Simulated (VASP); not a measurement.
# Zr2Si5: single point with PBEsol

Zr2Si5, a slab with vacuum:

```xyz
14
Lattice="3.6568 0.0000 0.0000 0.0000 3.6743 0.0000 0.0000 0.0000 29.5726" Properties=species:S:1:pos:R:3 pbc="T T T"
Si    0.9142    1.8371    7.4861
Si    2.7426    0.0000    7.4662
Si    0.9142    0.0000   10.2779
Si    2.7426    0.0000   11.9129
Si    0.9142    0.0000   14.7865
Si    2.7426    1.8371   14.7862
Si    0.9142    1.8371   17.6598
Si    2.7426    1.8371   19.2947
Si    0.9142    1.8371   22.1065
Si    2.7426    0.0000   22.0866
Zr    2.7426    1.8371    9.6829
Zr    0.9142    1.8371   12.6705
Zr    2.7426    0.0000   16.9022
Zr    0.9142    0.0000   19.8897
```

```json
{
 "Program": "VASP 6.6.1",
 "Task": "single point",
 "Functional": "PBEsol",
 "Potentials or basis": "VASP PAW PBE potentials, release 64 (Si, Zr_sv)",
 "Cutoff": "520 eV",
 "k mesh": "10 × 10 × 1",
 "Occupations": "gaussian, width 0.1 eV",
 "Spin": "no spin polarisation",
 "Dipole correction": "yes",
 "Further INCAR settings": "ALGO = Normal; EDIFF = 1e-07; NBANDS = 57"
}
```

```
Largest force          : 0.015 eV/Å
Band gap on the k mesh : zero (band 44 reaches 3.94 eV, above the bottom of band 45 at 2.76 eV)
```

Forces on the atoms (eV/Å):
```
Si   0.000  0.000 -0.007
Si   0.000  0.000 -0.015
Si   0.000  0.000 -0.004
Si   0.000  0.000  0.000
Si   0.000  0.000 -0.002
Si   0.000  0.000  0.002
Si   0.000  0.000  0.000
Si   0.000  0.000  0.004
Si   0.000  0.000  0.015
Si   0.000  0.000  0.007
Zr   0.000  0.000  0.003
Zr   0.000  0.000  0.002
Zr   0.000  0.000 -0.002
Zr   0.000  0.000 -0.003
```

Levels at points of the mesh, in eV from the Fermi level:
```tsv
k point	band 39	band 40	band 41	band 42	band 43	band 44	band 45	band 46	band 47	band 48
(0.00, 0.00, 0.00)	-1.52	-1.46	-1.37	-1.25	0.06	0.13	0.46	1.20	1.23	1.66
(0.50, 0.00, 0.00)	-0.44	-0.44	-0.15	-0.15	0.17	0.17	0.62	0.62	0.79	0.79
(0.00, 0.50, 0.00)	-0.72	-0.72	-0.41	-0.41	0.15	0.15	0.15	0.16	1.31	1.31
(0.50, 0.50, 0.00)	-2.81	-2.81	-1.97	-1.97	-0.43	-0.43	-0.43	-0.43	2.58	2.58
```

Wall time 2.5 min on 1 × NVIDIA H100 80GB with 1 thread of AMD EPYC 7R13 Processor (Zen 3) (shared host), peak memory 1.8 GiB.

Caveat: the PAW data sets were made with another functional, which shifts forces and pressure a little.
